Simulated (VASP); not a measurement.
# Ga (P3_121) in VASP: a series of runs

Ga is run at these levels: r2SCAN; tasks: single point, relaxation of cell and atoms.

Program: VASP 6.6.1. These are calculated values, not measurements. Logs are shortened: lines on timing, memory, paths and dates and some standing lists are left out, and cuts for length are marked.

**1. The cell of the first run**

Symmetry: P3_121, No. 152, trigonal system. Conventional cell: a = 3.909 Å, b = 3.909 Å, c = 4.435 Å, α = 90.00°, β = 90.00°, γ = 120.00°. Ga (site symmetry 2) has 2 Ga at 2.12 Å within 2.8 Å.

**2. Single point, r2SCAN**

POSCAR

```
Ga
1.0
    3.9088419701      0.0000000000      0.0000000000
   -1.9544209851      3.3851564455      0.0000000000
    0.0000000000      0.0000000000      4.4347120631
Ga
3
Direct
    0.2254000000      0.0000000000      0.3333333333
    0.0000000000      0.2254000000      0.6666666667
    0.7746000000      0.7746000000      0.0000000000
```

INCAR.step1

```
SYSTEM = Ga
ALGO = Normal
EDIFF = 1E-4
ENCUT = 520
GGA = PE
ISMEAR = 0
LASPH = .True.
LCHARG = .False.
LREAL = .False.
LWAVE = .True.
NBANDS = 26
NELM = 60
PREC = Accurate
SIGMA = 0.1
```

INCAR.step2

```
SYSTEM = Ga
ALGO = Normal
EDIFF = 1E-7
ENCUT = 520
ISIF = 2
ISMEAR = 0
ISTART = 1
LASPH = .True.
LCHARG = .False.
LMIXTAU = .True.
LREAL = .False.
LWAVE = .False.
METAGGA = R2SCAN
NBANDS = 26
NELM = 60
PREC = Accurate
SIGMA = 0.1
```

KPOINTS

```
k-points
0
Gamma
  6 6 4
  0 0 0
```

Potentials or basis: VASP PAW PBE potentials, release 64 (Ga_d).

Launch:

```
> cat potpaw_PBE.64/Ga_d/POTCAR > POTCAR
> cp INCAR.step1 INCAR
> mpirun -np 1 vasp_std > vasp.out
> cp INCAR.step2 INCAR
> mpirun -np 1 vasp_std > vasp.out
```

OUTCAR:

```text
SYSTEM = Ga
   EDIFF = 1E-7
   ENCUT = 520
   ISIF = 2
   ISMEAR = 0
   ISTART = 1
   LASPH = .True.
   LREAL = .False.
   METAGGA = R2SCAN
   NELM = 60
   PREC = Accurate

 ion  position               nearest neighbor table
   1  0.225  0.000  0.333-   3 2.12   2 2.12
   2  0.000  0.225  0.667-   3 2.12   1 2.12
   3  0.775  0.775  0.000-   1 2.12   2 2.12

  LATTYP: Found a hexagonal cell.
 ALAT       =     3.9088419701
 C/A-ratio  =     1.1345334749

  Lattice vectors:

 A1 = (   3.9088419701,   0.0000000000,   0.0000000000)
 A2 = (  -1.9544209851,   3.3851564455,   0.0000000000)
 A3 = (   0.0000000000,   0.0000000000,   4.4347120631)

Analysis of symmetry for initial positions (statically):
=====================================================================
 Subroutine PRICEL returns:
 Original cell was already a primitive cell.

 Routine SETGRP: Setting up the symmetry group for a
 hexagonal supercell.

 Subroutine GETGRP returns: Found  6 space group operations
 (whereof  2 operations were pure point group operations)
 out of a pool of 24 trial point group operations.

The static configuration has the point symmetry C_2 .
 The point group associated with its full space group is D_3 .

Analysis of symmetry for dynamics (positions and initial velocities):
=====================================================================
 Subroutine PRICEL returns:
 Original cell was already a primitive cell.

 Routine SETGRP: Setting up the symmetry group for a
 hexagonal supercell.

 Subroutine GETGRP returns: Found  6 space group operations
 (whereof  2 operations were pure point group operations)
 out of a pool of 24 trial point group operations.

The dynamic configuration has the point symmetry C_2 .
 The point group associated with its full space group is D_3 .

 Subroutine INISYM returns: Found  6 space group operations
 (whereof  2 operations are pure point group operations),
 and found     1 'primitive' translations

----------------------------------------------------------------------------------------

                                     Primitive cell

  volume of cell :      58.6803

  direct lattice vectors                    reciprocal lattice vectors
     3.908841970  0.000000000  0.000000000     0.255830245  0.147703661  0.000000000
    -1.954420985  3.385156445  0.000000000     0.000000000  0.295407322  0.000000000
[... 84 lines left out ...]
   ENCUT  =  520.0 eV  38.22 Ry    6.18 a.u.   7.27  7.27  8.25*2*pi/ulx,y,z
   NELM   =     60;   NELMIN=  2; NELMDL=  0     # of ELM steps
   EDIFF  = 0.1E-06   stopping-criterion for ELM
   LREAL  =      F    real-space projection
   EDIFFG = 0.1E-05   stopping-criterion for IOM
   NSW    =      0    number of steps for IOM
   IBRION =     -1    ionic relax: 0-MD 1-quasi-New 2-CG
   NFREE  =      0    steps in history (QN), initial steepest desc. (CG)
   ISIF   =      2    stress and relaxation
   ISYM   =      2    0-nonsym 1-usesym 2-fastsym
   POTIM  = 0.5000    time-step for ionic-motion
   TEBEG  =    0.0;   TEEND  =   0.0 temperature during run
   PSTRESS=    0.0 pullay stress
   NELECT =      39.0000    total number of electrons
   NUPDOWN=      -1.0000    fix difference up-down
   EMIN   =  10.00;   EMAX   =-10.00  energy-range for DOS
   EFERMI =   0.00;   METHOD = LEGACY
   ISMEAR =     0;   SIGMA  =   0.10  broadening in eV -4-tet -1-fermi 0-gaus
   EFERMI_NEDOS =   21; number of points for ismear=-14 and -15
   IALGO  =     38    algorithm
   IMIX   =      4    mixing-type and parameters
     AMIX     =   0.40;   BMIX     =  1.00
     AMIX_MAG =   1.60;   BMIX_MAG =  1.00
  volume/ion in A,a.u.               =      19.56       132.00
  Fermi-wavevector in a.u.,A,eV,Ry     =   1.428671  2.699797 27.770868  2.041101
  Thomas-Fermi vector in A             =   2.548708
   LORBIT       =      0    0 simple, 1 ext, 2 COOP (PROOUT), +10 PAW based schemes
   METAGGA = R2SCAN    functional components
   LHFCALC =     F    Hartree Fock is set to
   AEXX    =    0.0000 exact exchange contribution
   IVDW    =     0    specifies the selected vdW correction
   LEPSILON=     F    determine dielectric tensor
   LRPA    =     F    only Hartree local field effects (RPA)
 non-spin polarized calculation
 Gauss-broadening in eV      SIGMA  =   0.10
  energy-cutoff  :      520.00
  volume of cell :       58.68
 maximum number of plane-waves:      1594
 NGX is ok and might be reduce to    30
   NGX = 15   NGY = 15   NGZ = 17

 number of electron      38.9999982 magnetization

 Free energy of the ion-electron system (eV)
  ---------------------------------------------------
  ext. energy  EPLUGINS =         0.00000000
  ---------------------------------------------------
  free energy    TOTEN  =       -31.46147807 eV

  energy without entropy =      -31.45471962  energy(sigma->0) =      -31.45809884

 E-fermi :   4.7431     XC(G=0): -11.6324

 val. band max:        4.7334409313   @ k =   0.0000   0.3333   0.2500
 cond. band min:       4.8632032755   @ k =   0.1667   0.1667   0.5000
 fundamental gap:      0.1297623443
 Fermi energy:         4.7431188858

 k-point     1 :       0.0000    0.0000    0.0000
  band No.  band energies     occupation
      1     -11.6436      2.00000
      2     -11.6435      2.00000
      3     -11.3093      2.00000
      4     -11.2678      2.00000
      5     -11.2678      2.00000
      6     -11.0848      2.00000
[... 685 lines left out ...]
     25      15.4644      0.00000
     26      15.4644      0.00000

------------------------ aborting loop because EDIFF is reached ----------------------------------------

  FORCE on cell =-STRESS in cart. coord.  units (eV):
  Direction    XX          YY          ZZ          XY          YZ          ZX
  --------------------------------------------------------------------------------------
  -------------------------------------------------------------------------------------
  Total        3.7253428      3.7253428     12.7114636     -0.0000000      0.0000000     -0.0000000
  in kB      101.7148911    101.7148911    347.0674276     -0.0000000      0.0000000     -0.0000000
  external PRESSURE =     183.4990699 kB  Pullay stress =       0.0000000 kB

 VOLUME and BASIS-vectors are now :
 -----------------------------------------------------------------------------
  energy-cutoff  :      520.00
  volume of cell :       58.68
      direct lattice vectors                 reciprocal lattice vectors
     3.908841970  0.000000000  0.000000000     0.255830245  0.147703661  0.000000000
    -1.954420985  3.385156445  0.000000000     0.000000000  0.295407322  0.000000000
     0.000000000  0.000000000  4.434712063     0.000000000  0.000000000  0.225493783

 POSITION                                       TOTAL-FORCE (eV/Angst)
 -----------------------------------------------------------------------------------
      0.88105      0.00000      1.47824         5.426178     -0.000000     -0.000000
     -0.44053      0.76301      2.95647        -2.713089      4.699208      0.000000
      1.51389      2.62214      0.00000        -2.713089     -4.699208      0.000000
 -----------------------------------------------------------------------------------
    total drift:                                0.000019      0.000033     -0.000000

  FREE ENERGIE OF THE ION-ELECTRON SYSTEM (eV)
  ---------------------------------------------------
  free  energy   TOTEN  =       -31.4614780730 eV

  energy  without entropy=      -31.4547196166  energy(sigma->0) =      -31.45809884
```

OUTCAR.step1:

```text
SYSTEM = Ga
   EDIFF = 1E-4
   ENCUT = 520
   GGA = PE
   ISMEAR = 0
   LASPH = .True.
   LREAL = .False.
   NELM = 60
[... 919 lines left out ...]
      0.88105      0.00000      1.47824         5.602394      0.000000     -0.000000
     -0.44053      0.76301      2.95647        -2.801197      4.851815      0.000000
      1.51389      2.62214      0.00000        -2.801197     -4.851815      0.000000
 -----------------------------------------------------------------------------------
    total drift:                                0.000001      0.000001     -0.000000

  FREE ENERGIE OF THE ION-ELECTRON SYSTEM (eV)
  ---------------------------------------------------
  free  energy   TOTEN  =        -5.9094785289 eV

  energy  without entropy=       -5.9024226899  energy(sigma->0) =       -5.90595061
```

OSZICAR.step1:

```text
N       E                     dE             d eps       ncg     rms          rms(c)
DAV:   1     0.243794774223E+03    0.24379E+03   -0.19297E+04  1264   0.284E+03
DAV:   2     0.201092622994E+02   -0.22369E+03   -0.21910E+03  1296   0.481E+02
DAV:   3    -0.545093455853E+01   -0.25560E+02   -0.25377E+02  1464   0.136E+02
DAV:   4    -0.608208250731E+01   -0.63115E+00   -0.63044E+00  1470   0.236E+01
DAV:   5    -0.609307140782E+01   -0.10989E-01   -0.10988E-01  1552   0.316E+00    0.281E+00
DAV:   6    -0.594803317694E+01    0.14504E+00   -0.20191E-01  1662   0.594E+00    0.145E+00
DAV:   7    -0.590862775473E+01    0.39405E-01   -0.20110E-01  1556   0.365E+00    0.239E-01
DAV:   8    -0.590999069072E+01   -0.13629E-02   -0.31839E-02  1358   0.175E+00    0.151E-01
DAV:   9    -0.590950811089E+01    0.48258E-03   -0.24075E-03  1676   0.386E-01    0.559E-02
DAV:  10    -0.590947852894E+01    0.29582E-04   -0.51096E-04  1392   0.293E-01
   1 F= -.59094785E+01 E0= -.59059506E+01  d E =-.705584E-02
```

Run time: 83 s. Hardware: 1 thread of Intel Xeon 6975P-C (Granite Rapids), shared host; peak memory 0.19 GiB.

What came out:

| Quantity | Value |
| --- | --- |
| Free energy | -31.4615 eV |
| Pressure | 18.3 GPa |
| Largest force | 5.426 eV/Å |
| Band gap on the k mesh | zero (an odd number of electrons rules out a gap without spin polarisation) |

Forces on the atoms (eV/Å):
```
Ga   5.426  0.000  0.000
Ga  -2.713  4.699  0.000
Ga  -2.713 -4.699  0.000
```

Stress tensor (GPa, compression positive):
```
10.17  0.00  0.00
 0.00 10.17  0.00
 0.00  0.00 34.71
```

Levels at points of the mesh, in eV from the Fermi level:
```
           k point  band 17  band 18  band 19  band 20  band 21  band 22
(0.00, 0.00, 0.00)    -3.68    -3.68     0.80     2.54     2.54     3.73
(0.50, 0.00, 0.00)    -6.57    -2.21    -1.18    -0.37     0.43     1.88
(0.00, 0.00, 0.50)    -9.56     1.79     2.37     2.37     3.89     4.15
(0.50, 0.00, 0.50)    -7.37    -4.49    -3.91     0.53     1.16     2.62
```

Caveat: the cell stands under pressure; the PAW data sets were made with another functional, which shifts forces and pressure a little.

**3. Relaxation of cell and atoms, r2SCAN**

POSCAR is that of step 2.

INCAR.step1

```
PREC = Accurate
ENCUT = 600
ISMEAR = 0
SIGMA = 0.1
LREAL = False
LASPH = True
NELM = 80
GGA = PE
ALGO = Normal
EDIFF = 1E-4
LWAVE = True
LCHARG = False
```

INCAR.step2

```
PREC = Accurate
ENCUT = 600
EDIFF = 1E-7
ISMEAR = 0
SIGMA = 0.1
LREAL = False
LASPH = True
NELM = 80
ALGO = Normal
ISIF = 3
LWAVE = False
LCHARG = False
METAGGA = R2SCAN
LMIXTAU = True
IBRION = 2
NSW = 90
EDIFFG = -0.04
ISTART = 1
```

KPOINTS

```
Automatic mesh
0
Gamma
  6 6 4
```

Potentials or basis: VASP PAW PBE potentials, release 64 (Ga_d).

Launch:

```
> cat potpaw_PBE.64/Ga_d/POTCAR > POTCAR
> cp INCAR.step1 INCAR
> mpirun -np 1 vasp_std > vasp.out
> cp INCAR.step2 INCAR
> mpirun -np 1 vasp_std > vasp.out
```

Run time: 15 min. Hardware: 1 thread of Intel Xeon 6975P-C (Granite Rapids), shared host; peak memory 0.21 GiB.

It converged, with:

- Free energy: -34.0728 eV
- Relaxed volume: 18.66 Å³/atom
- Relaxed cell: a = 3.482 Å, b = 3.482 Å, c = 5.331 Å, α = 90.00°, β = 90.00°, γ = 120.00°
- Space group after relaxing (to 0.1 Å): R-3m (No. 166)
- Energy gained by relaxing: 869.8 meV/atom
- Ionic steps: 15
- Pressure after relaxing: 0.1 GPa
- Largest force after relaxing: 0.036 eV/Å
- Band gap on the k mesh: zero (an odd number of electrons rules out a gap without spin polarisation)

Forces in eV/Å, atoms in the order of the input:
```
Ga  -0.036  0.000  0.000
Ga   0.018 -0.032  0.000
Ga   0.018  0.032  0.000
```

Stress tensor (GPa, compression positive):
```
 0.29  0.00  0.00
 0.00  0.29  0.00
 0.00  0.00 -0.16
```

Step by step:
| step | energy change (eV) | largest force (eV/Å) | pressure (GPa) | volume (Å³) |
| --- | --- | --- | --- | --- |
| 1 | 0.0000 | 5.4286 | 18.23 | 58.68 |
| 2 | -1.6897 | 0.1104 | -7.63 | 79.25 |
| 3 | -1.8728 | 0.7820 | -4.52 | 71.38 |
| 4 | -1.8745 | 0.7072 | -4.85 | 71.94 |
| 5 | -2.1345 | 0.6768 | -3.45 | 66.09 |
| 6 | -2.3981 | 0.5759 | 2.28 | 56.32 |
| 7 | -2.3979 | 0.5239 | 4.09 | 54.75 |
| 8 | -2.5365 | 0.0506 | 2.57 | 54.72 |
| 9 | -2.5270 | 0.2853 | 2.58 | 54.34 |
| 10 | -2.5824 | 0.1691 | 2.17 | 54.57 |
| 11 | -2.5965 | 0.0899 | -1.63 | 57.70 |
| 12 | -2.6015 | 0.1109 | -0.44 | 56.59 |
| 13 | -2.6056 | 0.0928 | -0.19 | 56.28 |
| 14 | -2.6068 | 0.0708 | 0.06 | 56.05 |
| 15 | -2.6094 | 0.0365 | 0.14 | 55.97 |

Final structure:
```
Ga
1.0
     3.48187    0.00000    0.00000
    -1.74094    3.01539    0.00000
     0.00000    0.00000    5.33121
Ga
3
Direct
  0.33654 0.00000 0.33333
  0.00000 0.33654 0.66667
  0.66346 0.66346 0.00000
```

Levels at points of the mesh, in eV from the Fermi level:
```csv
k point,band 17,band 18,band 19,band 20,band 21,band 22
"(0.00, 0.00, 0.00)",-5.97,-5.97,4.90,4.97,4.97,5.04
"(0.50, 0.00, 0.00)",-7.23,-2.03,-1.58,-1.03,-1.00,0.73
"(0.00, 0.00, 0.50)",-10.21,-0.22,2.49,4.63,4.63,6.89
"(0.50, 0.00, 0.50)",-5.86,-5.83,-4.62,2.33,2.34,3.28
```

Caveat: a cell axis changed by over 15 % at a fixed basis, so the end point is rough; the PAW data sets were made with another functional, which shifts forces and pressure a little.
